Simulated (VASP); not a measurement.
# Hg (P6_3/mmc) in VASP: a series of runs

The runs below take Hg through relaxation of cell and atoms, single point, with PBE.

All numbers are computed with VASP 6.6.1; they aren't measurements. Logs are shortened: lines on timing, memory, paths and dates and some standing lists are left out, and cuts for length are marked.

### Step 1. The cell of the first run

The structure is hexagonal, space group P6_3/mmc (No. 194). The conventional cell has a = 3.195 Å, b = 3.195 Å, c = 10.436 Å, α = 90.00°, β = 90.00°, γ = 120.00°. Within 4.2 Å of Hg (site symmetry -3m) lie 12 Hg at 3.20 Å. Within 4.2 Å of Hg (site symmetry -6m2) lie 12 Hg at 3.20 Å.

### Step 2. Relaxation of cell and atoms, PBE

File INCAR:

```
  ALGO = Normal
  EDIFF = 1E-7
  EDIFFG = -0.01
  ENCUT = 500
  GGA = PE
  GGA_COMPAT = F
  IBRION = 2
  ISIF = 3
  ISMEAR = -1
  LASPH = T
  LCHARG = F
  LREAL = F
  LWAVE = F
  NELM = 120
  NELMIN = 4
  NSW = 80
  PREC = Accurate
  SIGMA = 0.1
```

File KPOINTS:

```
k-points
0
Gamma
  11 11 3
```

File POSCAR:

```
Hg
1.0
    3.1954827370      0.0000000000      0.0000000000
   -1.5977413685      2.7673692276      0.0000000000
    0.0000000000      0.0000000000     10.4364466190
Hg
4
Direct
    0.0000000000      0.0000000000      0.0000000000
    0.0000000000      0.0000000000      0.5000000000
    0.3333333333      0.6666666667      0.2500000000
    0.6666666667      0.3333333333      0.7500000000
```

Potentials or basis: VASP PAW PBE potentials, release 64 (Hg).

Launch:

```console
$ cat potpaw_PBE.64/Hg/POTCAR > POTCAR
$ mpirun -np 1 vasp_std > vasp.out
```

OUTCAR:

```text
EDIFF = 1E-7
   EDIFFG = -0.01
   ENCUT = 500
   GGA = PE
   IBRION = 2
   ISIF = 3
   ISMEAR = -1
   LASPH = T
   LREAL = F
   NELM = 120
   NELMIN = 4
   NSW = 80
   PREC = Accurate

 ion  position               nearest neighbor table
   1  0.000  0.000  0.000-   3 3.20   4 3.20   4 3.20   3 3.20   4 3.20   3 3.20
   2  0.000  0.000  0.500-   3 3.20   4 3.20   4 3.20   3 3.20   4 3.20   3 3.20
   3  0.333  0.667  0.250-   1 3.20   2 3.20   1 3.20   2 3.20   1 3.20   2 3.20
   4  0.667  0.333  0.750-   1 3.20   2 3.20   1 3.20   2 3.20   1 3.20   2 3.20

  LATTYP: Found a hexagonal cell.
 ALAT       =     3.1954827370
 C/A-ratio  =     3.2660000000

  Lattice vectors:

 A1 = (   3.1954827370,   0.0000000000,   0.0000000000)
 A2 = (  -1.5977413685,   2.7673692276,   0.0000000000)
 A3 = (   0.0000000000,   0.0000000000,  10.4364466190)

Analysis of symmetry for initial positions (statically):
=====================================================================
 Subroutine PRICEL returns:
 Original cell was already a primitive cell.

 Routine SETGRP: Setting up the symmetry group for a
 hexagonal supercell.

 Subroutine GETGRP returns: Found 24 space group operations
 (whereof 12 operations were pure point group operations)
 out of a pool of 24 trial point group operations.

The static configuration has the point symmetry D_3d.
 The point group associated with its full space group is D_6h.

Analysis of symmetry for dynamics (positions and initial velocities):
=====================================================================
 Subroutine PRICEL returns:
 Original cell was already a primitive cell.

 Routine SETGRP: Setting up the symmetry group for a
 hexagonal supercell.

 Subroutine GETGRP returns: Found 24 space group operations
 (whereof 12 operations were pure point group operations)
 out of a pool of 24 trial point group operations.

The dynamic configuration has the point symmetry D_3d.
 The point group associated with its full space group is D_6h.

 Subroutine INISYM returns: Found 24 space group operations
 (whereof 12 operations are pure point group operations),
 and found     1 'primitive' translations

----------------------------------------------------------------------------------------

                                     Primitive cell

  volume of cell :      92.2903

  direct lattice vectors                    reciprocal lattice vectors
     3.195482737  0.000000000  0.000000000     0.312941763  0.180677011  0.000000000
    -1.597741368  2.767369228  0.000000000     0.000000000  0.361354022  0.000000000
     0.000000000  0.000000000 10.436446619     0.000000000  0.000000000  0.095818053

  length of vectors
     3.195482737  3.195482737 10.436446619     0.361354022  0.361354022  0.095818053

  position of ions in fractional coordinates (direct lattice)
     0.000000000  0.000000000  0.000000000
     0.000000000  0.000000000  0.500000000
     0.333333333  0.666666667  0.250000000
     0.666666667  0.333333333  0.750000000

  ion indices of the primitive-cell ions
   primitive index   ion index
                 1           1
                 2           2
                 3           3
                 4           4

----------------------------------------------------------------------------------------

 KPOINTS: k-points

Automatic generation of k-mesh.
 Grid dimensions read from file:
 generate k-points for:   11   11    3

 Generating k-lattice:

  Cartesian coordinates                     Fractional coordinates (reciprocal lattice)
     0.028449251  0.016425183  0.000000000     0.090909091 -0.000000000  0.000000000
     0.000000000  0.032850366  0.000000000     0.000000000  0.090909091  0.000000000
     0.000000000  0.000000000  0.031939351     0.000000000  0.000000000  0.333333333

  Length of vectors
     0.032850366  0.032850366  0.031939351

  Shift w.r.t. Gamma in fractional coordinates (k-lattice)
     0.000000000  0.000000000  0.000000000

 Subroutine IBZKPT returns following result:
 ===========================================

 Found     32 irreducible k-points:

 Following reciprocal coordinates:
            Coordinates               Weight
  0.000000  0.000000  0.000000      1.000000
  0.090909  0.000000  0.000000      6.000000
  0.181818  0.000000  0.000000      6.000000
  0.272727 -0.000000  0.000000      6.000000
  0.363636  0.000000  0.000000      6.000000
  0.454545  0.000000  0.000000      6.000000
[... 16 lines left out ...]
  0.090909  0.090909  0.333333     12.000000
  0.181818  0.090909  0.333333     24.000000
 [... further k-points ...]
   k-points           NKPTS =     32   k-points in BZ     NKDIM =     32   number of bands    NBANDS=     28
   number of dos      NEDOS =    301   number of ions     NIONS =      4
   total plane-waves  NPLWV =  46080
   dimension x,y,z NGX =    24 NGY =   24 NGZ =   80
   dimension x,y,z NGXF=    48 NGYF=   48 NGZF=  160
   ions per type =               4
   NGX,Y,Z   is equivalent  to a cutoff of  12.49, 12.49, 12.74 a.u.
   NGXF,Y,Z  is equivalent  to a cutoff of  24.97, 24.97, 25.49 a.u.
 SYSTEM =  unknown system
   PREC   = accura    normal or accurate (medium, high low for compatibility)
   ISTART =      0    job   : 0-new  1-cont  2-samecut
   ICHARG =      2    charge: 1-file 2-atom 10-const
   ISPIN  =      1    spin polarized calculation?
   LNONCOLLINEAR =      F non collinear calculations
   LSORBIT =      F    spin-orbit coupling
   LASPH  =      T    aspherical Exc in radial PAW
   ENCUT  =  500.0 eV  36.75 Ry    6.06 a.u.   5.83  5.83 19.03*2*pi/ulx,y,z
   NELM   =    120;   NELMIN=  4; NELMDL= -5     # of ELM steps
   EDIFF  = 0.1E-06   stopping-criterion for ELM
   LREAL  =      F    real-space projection
   EDIFFG = -.1E-01   stopping-criterion for IOM
   NSW    =     80    number of steps for IOM
   IBRION =      2    ionic relax: 0-MD 1-quasi-New 2-CG
   NFREE  =      1    steps in history (QN), initial steepest desc. (CG)
   ISIF   =      3    stress and relaxation
   ISYM   =      2    0-nonsym 1-usesym 2-fastsym
   POTIM  = 0.5000    time-step for ionic-motion
   TEBEG  =    0.0;   TEEND  =   0.0 temperature during run
   PSTRESS=    0.0 pullay stress
   NELECT =      48.0000    total number of electrons
   NUPDOWN=      -1.0000    fix difference up-down
   EMIN   =  10.00;   EMAX   =-10.00  energy-range for DOS
   EFERMI =   0.00;   METHOD = LEGACY
   ISMEAR =    -1;   SIGMA  =   0.10  broadening in eV -4-tet -1-fermi 0-gaus
   EFERMI_NEDOS =   21; number of points for ismear=-14 and -15
   IALGO  =     38    algorithm
   IMIX   =      4    mixing-type and parameters
     AMIX     =   0.40;   BMIX     =  1.00
     AMIX_MAG =   1.60;   BMIX_MAG =  1.00
  volume/ion in A,a.u.               =      23.07       155.70
  Fermi-wavevector in a.u.,A,eV,Ry     =   1.316547  2.487914 23.582938  1.733297
  Thomas-Fermi vector in A             =   2.446652
   LORBIT       =      0    0 simple, 1 ext, 2 COOP (PROOUT), +10 PAW based schemes
   GGA     = PE    functional components
   LHFCALC =     F    Hartree Fock is set to
   AEXX    =    0.0000 exact exchange contribution
   IVDW    =     0    specifies the selected vdW correction
   LEPSILON=     F    determine dielectric tensor
   LRPA    =     F    only Hartree local field effects (RPA)
 conjugate gradient relaxation of ions
 non-spin polarized calculation
  energy-cutoff  :      500.00
  volume of cell :       92.29
 maximum number of plane-waves:      2360
 NGX is ok and might be reduce to    24
   NGX = 11   NGY = 11   NGZ = 39

--------------------------------------- Ionic step        1  -------------------------------------------

 number of electron      48.0000007 magnetization

 Free energy of the ion-electron system (eV)
  ---------------------------------------------------
  ext. energy  EPLUGINS =         0.00000000
  ---------------------------------------------------
  free energy    TOTEN  =        -0.33599278 eV

  energy without entropy =       -0.30050897  energy(sigma->0) =       -0.31825088

------------------------ aborting loop because EDIFF is reached ----------------------------------------

  FORCE on cell =-STRESS in cart. coord.  units (eV):
  Direction    XX          YY          ZZ          XY          YZ          ZX
  --------------------------------------------------------------------------------------
  -------------------------------------------------------------------------------------
  Total        3.4857377      3.4857377      3.8208237      0.0000000     -0.0000000      0.0000000
  in kB       60.5130507     60.5130507     66.3302055      0.0000000     -0.0000000      0.0000000
  external PRESSURE =      62.4521023 kB  Pullay stress =       0.0000000 kB
[... 23 lines left out ...]
  energy  without entropy=       -0.3005089746  energy(sigma->0) =       -0.31825088

--------------------------------------- Ionic step        2  -------------------------------------------

 number of electron      48.0000009 magnetization

 E-fermi :   1.6593     XC(G=0): -10.2859

 val. band max:        1.6429174975   @ k =   0.2727   0.2727   0.0000
 cond. band min:       1.7046902711   @ k =   0.4545   0.0000   0.3333
 fundamental gap:      0.0617727736
 Fermi energy:         1.6592807960

 k-point     1 :       0.0000    0.0000    0.0000
  band No.  band energies     occupation
      1      -6.2666      2.00000
      2      -5.5004      2.00000
      3      -5.4064      2.00000
      4      -5.4052      2.00000
      5      -4.7432      2.00000
      6      -4.7297      2.00000
[... 804 lines left out ...]
  FREE ENERGIE OF THE ION-ELECTRON SYSTEM (eV)
  ---------------------------------------------------
  free  energy   TOTEN  =        -0.6930619162 eV

  energy  without entropy=       -0.6685654427  energy(sigma->0) =       -0.68081368

[... ionic steps 4 to 7 ...]

--------------------------------------- Ionic step        8  -------------------------------------------

 number of electron      48.0000001 magnetization

------------------------ aborting loop because EDIFF is reached ----------------------------------------

  FORCE on cell =-STRESS in cart. coord.  units (eV):
  Direction    XX          YY          ZZ          XY          YZ          ZX
  --------------------------------------------------------------------------------------
  -------------------------------------------------------------------------------------
  Total        0.0605672      0.0605672     -0.0813142     -0.0000000      0.0000000      0.0000000
  in kB        0.7756842      0.7756842     -1.0413908     -0.0000000      0.0000000      0.0000000
  external PRESSURE =       0.1699925 kB  Pullay stress =       0.0000000 kB
[... 61 lines left out ...]
  energy  without entropy=       -0.7243988116  energy(sigma->0) =       -0.72800353

--------------------------------------- Ionic step       10  -------------------------------------------

 number of electron      47.9999996 magnetization

 Free energy of the ion-electron system (eV)
  ---------------------------------------------------
  ext. energy  EPLUGINS =         0.00000000
  ---------------------------------------------------
  free energy    TOTEN  =        -0.73180788 eV

  energy without entropy =       -0.72432422  energy(sigma->0) =       -0.72806605

 E-fermi :   0.4605     XC(G=0):  -9.3361

 val. band max:        0.4354118486   @ k =   0.0000   0.0000   0.0000
 cond. band min:       0.6553227446   @ k =   0.0909   0.0000   0.0000
 fundamental gap:      0.2199108959
 Fermi energy:         0.4604790512

 k-point     1 :       0.0000    0.0000    0.0000
  band No.  band energies     occupation
      1      -6.1861      2.00000
      2      -5.8810      2.00000
      3      -5.7030      2.00000
      4      -5.6980      2.00000
      5      -5.4462      2.00000
      6      -5.4462      2.00000
[... 766 lines left out ...]
  FREE ENERGIE OF THE ION-ELECTRON SYSTEM (eV)
  ---------------------------------------------------
  free  energy   TOTEN  =        -0.7318078791 eV

  energy  without entropy=       -0.7243242206  energy(sigma->0) =       -0.72806605

 reached required accuracy - stopping structural energy minimisation
```

Run time: 3.8 min. Hardware: 1 thread of Intel Xeon 6975P-C (Granite Rapids), shared host; peak memory 0.24 GiB.

What came out:

- Free energy: -0.7318 eV
- Relaxed volume: 31.33 Å³/atom
- Relaxed cell: a = 3.571 Å, b = 3.571 Å, c = 11.350 Å, α = 90.00°, β = 90.00°, γ = 120.00°
- Space group after relaxing (to 0.1 Å): P6_3/mmc (No. 194)
- Energy gained by relaxing: 99.0 meV/atom
- Ionic steps: 10
- Pressure after relaxing: 0.0 GPa

The path:
| step | energy change (eV) | largest force (eV/Å) | pressure (GPa) | volume (Å³) |
| --- | --- | --- | --- | --- |
| 1 | 0.0000 | 0.0000 | 6.25 | 92.29 |
| 2 | -0.2869 | 0.0000 | 2.01 | 104.83 |
| 3 | -0.3571 | 0.0000 | 1.00 | 112.51 |
| 4 | -0.3899 | 0.0000 | -0.21 | 128.96 |
| 5 | -0.3924 | 0.0000 | -0.02 | 125.59 |
| 6 | -0.3924 | 0.0000 | 0.03 | 124.86 |
| 7 | -0.3932 | 0.0000 | 0.02 | 124.92 |
| 8 | -0.3949 | 0.0000 | 0.02 | 125.10 |
| 9 | -0.3956 | 0.0000 | 0.01 | 125.42 |
| 10 | -0.3958 | 0.0000 | 0.01 | 125.32 |

Final structure:
```xyz
4
Lattice="3.5707 0.0000 0.0000 -1.7853 3.0923 0.0000 0.0000 0.0000 11.3503" Properties=species:S:1:pos:R:3 pbc="T T T"
Hg    0.0000    0.0000    0.0000
Hg    0.0000    0.0000    5.6751
Hg    0.0000    2.0615    2.8376
Hg    1.7853    1.0308    8.5127
```

Levels at points of the mesh, in eV from the Fermi level:
```csv
k point,band 21,band 22,band 23,band 24,band 25,band 26,band 27,band 28
"(0.00, 0.00, 0.00)",-5.25,-5.09,-5.09,-1.46,-0.03,6.15,6.16,10.35
```

Caveat: the volume moved by over 15 % at a fixed basis, so the end points are rough; spin-orbit coupling is left out, which moves the levels of the heavy elements.

(Part 1 of 2 ends here.)
